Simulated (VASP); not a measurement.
Runs of VASP 6.6.1 on Gd. The structure is that of space group Im-3m (No. 229), or close to it. The cells are those of the table. 

| level | U | fixed moment (μB) | cell | k mesh | gap on the mesh (eV) | pressure (GPa) | moment (μB) |
| --- | --- | --- | --- | --- | --- | --- | --- |
| PBE | - | - | a = 3.554 Å, angles 109.5°, 1 atom | 9 × 9 × 9 | none | -1.4 | (a) |
| PBEsol+U | Gd f U = 2.0 eV | - | a = 3.507 Å, angles 109.5°, 1 atom | 9 × 9 × 9 | none | -2.2 | 7.77 |
| PBE | - | - | a = 3.460 Å, angles 109.5°, 1 atom | 9 × 9 × 9 | none | 1.4 | 7.59 |
| PBE | - | - | a = 3.531 Å, angles 109.5°, 1 atom | 9 × 9 × 9 | none | (b) | 7.61 |
| PBEsol | - | - | a = 3.484 Å, angles 109.5°, 1 atom | 9 × 9 × 9 | none | -1.7 | 7.60 |
| PBE | - | - | a = 3.484 Å, angles 109.5°, 1 atom | 9 × 9 × 9 | none | 0.7 | 7.59 |
| PBEsol | - | 1.8 | a = 3.507 Å, angles 109.5°, 1 atom | 8 × 8 × 8 | - | -1.2 | 1.80 |
| r2SCAN | - | - | a = 3.576 Å, angles 109.5°, 1 atom | 9 × 9 × 9 | none | -1.2 | 8.09 |
| PBEsol+U | Gd f U = 4.0 eV | - | a = 3.507 Å, angles 109.5°, 1 atom | 9 × 9 × 9 | none | -2.0 | 7.79 |
| PBE | - | - | a = 3.436 Å, angles 109.5°, 1 atom | 9 × 9 × 9 | none | 2.4 | 7.58 |
| PBEsol | - | 3.5 | a = 3.507 Å, angles 109.5°, 1 atom | 8 × 8 × 8 | - | 1.7 | 3.50 |

Alike in all rows: task single point; potentials or basis VASP PAW PBE potentials, release 64 (Gd); spin collinear, ferromagnetic start; cutoff (eV) 520; smearing fermi-dirac 0.05 eV.

Question: Fill in the values left out.

Answer: (a) 7.62; (b) -1.1.

Caveats: spin-orbit coupling is left out, which moves the levels of the heavy elements; the PAW data sets were made with another functional, which shifts forces and pressure a little (some runs); the total moment is fixed, so each spin has its own Fermi level (some runs).

A k mesh can miss the band edges, and the runs leave out spin-orbit coupling on Gd.

A gap of «none» marks levels without a gap at the run's occupations.
